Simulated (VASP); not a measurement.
The system is Ga.

```
CELL_PARAMETERS angstrom
2.77842 0.00000 0.00000
0.00000 3.28161 0.00000
-1.34343 0.00000 3.99027
ATOMIC_POSITIONS crystal
Ga 0.13460 0.75000 0.77017
Ga 0.86540 0.25000 0.22983
```

Base run:

```yaml
Program: VASP 6.6.1
Functional: r2SCAN
Potentials_or_basis: VASP PAW PBE potentials, release 64 (Ga_d)
Cutoff: 520 eV
k_mesh: 10 × 8 × 7
Occupations: fermi-dirac, width 0.05 eV
Spin: no spin polarisation
```

Its results: band gap on the k mesh zero (band 13 reaches 10.10 eV, above the bottom of band 14 at 1.41 eV); pressure 0.0 GPa; largest force 0.060 eV/Å.

Task: The run is repeated on the same cell with these changes: functional from r2SCAN to PBE. What comes out?

Result: Band gap on the k mesh zero (band 13 reaches 10.04 eV, above the bottom of band 14 at 1.71 eV); pressure 3.2 GPa; largest force 0.087 eV/Å.

Caveats: the PAW data sets were made with another functional, which shifts forces and pressure a little (some runs).
